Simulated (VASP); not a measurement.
Here is a VASP 6.6.1 calculation.

Contents of INCAR:

```
PREC = Accurate ; ENCUT = 600
EDIFF = 1E-6 ; ISMEAR = 0
SIGMA = 0.02 ; LREAL = False
LASPH = True ; NELM = 80
ALGO = Normal ; ISIF = 3
LWAVE = False ; LCHARG = False
GGA = PE ; IBRION = 2
NSW = 100 ; EDIFFG = -0.01
```

Contents of KPOINTS:

```
Automatic mesh
0
Gamma
  8 8 8
```

File POSCAR:

```
MgTeF6
1.0
    4.5350820879      0.0000000000      0.0000000000
    0.0000000000      4.5350820879      0.0000000000
    0.0000000000      0.0000000000      4.5350820879
Mg Te F
1 1 6
Direct
    0.0000000000      0.0000000000      0.0000000000
    0.5000000000      0.5000000000      0.5000000000
    0.5000000000      0.0000000000      0.0000000000
    0.0000000000      0.5000000000      0.0000000000
    0.0000000000      0.0000000000      0.5000000000
    0.0000000000      0.5000000000      0.5000000000
    0.5000000000      0.0000000000      0.5000000000
    0.5000000000      0.5000000000      0.0000000000
```

Potentials or basis: VASP PAW PBE potentials, release 64 (Mg, Te, F).

The run is started by

```console
$ cat potpaw_PBE.64/Mg/POTCAR potpaw_PBE.64/Te/POTCAR potpaw_PBE.64/F/POTCAR > POTCAR
$ mpirun -np 1 vasp_std > vasp.out
```

(1) What does it give for the relaxed cell?

(2) What does it give for the space group after relaxing (to 0.1 Å)?

Answers

(1) a = 4.516 Å, b = 4.516 Å, c = 4.516 Å, α = 90.00°, β = 90.00°, γ = 90.00°.

(2) Pm-3m (No. 221).
